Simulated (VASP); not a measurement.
H4C: single point with PBE+D3(BJ)

H4C:

```xyz
30
Lattice="7.2304 0.0000 0.0000 0.0000 7.2304 0.0000 0.0000 0.0000 7.2304" Properties=species:S:1:pos:R:3 pbc="T T T"
C     6.8433    1.8601    7.5752
C     5.5707    3.0623    3.1012
C     0.2090   -0.3717    3.9926
C     2.7679    5.2491    5.6015
C     2.7481    6.5850    1.8146
C     3.0307    1.4385    5.2095
H     5.8899    1.2258    7.4477
H     6.5665    2.7558    8.0805
H     7.1390    2.2961    6.6283
H     7.5562    1.0808    7.9631
H     6.0088    1.9841    3.0585
H     4.4487    2.5214    3.0470
H     5.6093    3.8136    2.3235
H     5.5862    3.4213    4.2490
H     1.1644   -0.7664    3.4753
H     0.2747    0.7400    4.2427
H     0.3034   -0.8478    4.9497
H    -0.7616   -0.4934    3.4932
H     3.5480    5.1437    4.9176
H     2.0631    4.3667    5.2892
H     2.3737    6.1529    5.8324
H     3.3632    5.2350    6.5510
H     2.0320    7.2429    1.4933
H     2.4171    5.7358    2.4727
H     3.5764    7.1489    2.2723
H     3.0554    5.6491    1.3310
H     2.8557    2.5509    4.9875
H     2.0148    0.8775    5.1377
H     3.2503    1.3441    6.2624
H     3.8094    1.0067    4.5209
```

```json
{"Program": "VASP 6.6.1", "Task": "single point", "Functional": "PBE", "Dispersion": "D3(BJ)", "Potentials or basis": "VASP PAW PBE potentials, release 64 (C, H)", "Cutoff": "520 eV", "k mesh": "1 × 1 × 1", "Occupations": "fermi-dirac, width 0.02 eV", "Spin": "no spin polarisation"}
```

```json
{
  "Pressure": "-1.0 GPa",
  "Largest force": "5.992 eV/Å",
  "Band gap on the k mesh": "5.47 eV",
  "Dispersion energy per atom": "-0.027 eV"
}
```

Forces in eV/Å, atoms in the order of the input:
```
C   -1.246 -2.183 -0.961
C   -3.478 -3.541  3.357
C    1.346  1.234 -0.197
C    0.276 -4.041  1.266
C    2.469 -3.333  2.138
C   -1.791  0.515 -0.931
H    0.962  1.039 -0.172
H    0.209  0.231  1.468
H    0.367 -0.626 -0.802
H   -0.156  1.410  0.097
H    0.595  2.294 -0.400
H    1.979  1.969  0.004
H    0.567 -0.037 -0.082
H    0.208 -0.413 -2.637
H   -1.881  1.012  0.244
H    0.222 -1.105 -0.580
H   -0.726 -0.546  0.774
H    0.271 -0.556 -0.049
H    1.271  0.804 -1.819
H    0.862  1.715  1.489
H   -1.770  2.876 -0.732
H   -0.585 -1.568 -0.112
H   -2.055  0.927 -1.305
H   -0.806  1.746  1.366
H   -0.030 -0.517 -0.054
H    0.878  1.133 -2.408
H    0.336 -1.691  0.142
H    1.709  0.982 -0.393
H    0.735 -0.001  0.491
H   -0.736  0.273  0.798
```

Stress tensor (GPa, compression positive):
```
-1.23 -2.05 -1.22
-2.05 -3.66 -0.74
-1.22 -0.74  1.80
```

Levels at points of the mesh, in eV from the valence-band top:
```csv
k point,band 21,band 22,band 23,band 24,band 25,band 26,band 27,band 28
"(0.00, 0.00, 0.00)",-1.17,-0.79,-0.62,0.00,5.47,7.23,7.82,7.92
```

Wall time 110 s on 1 thread of AMD EPYC 7R13, with other jobs on the host, peak memory 0.33 GiB.

Caveat: the k points lie up to 0.87 Å⁻¹ apart.
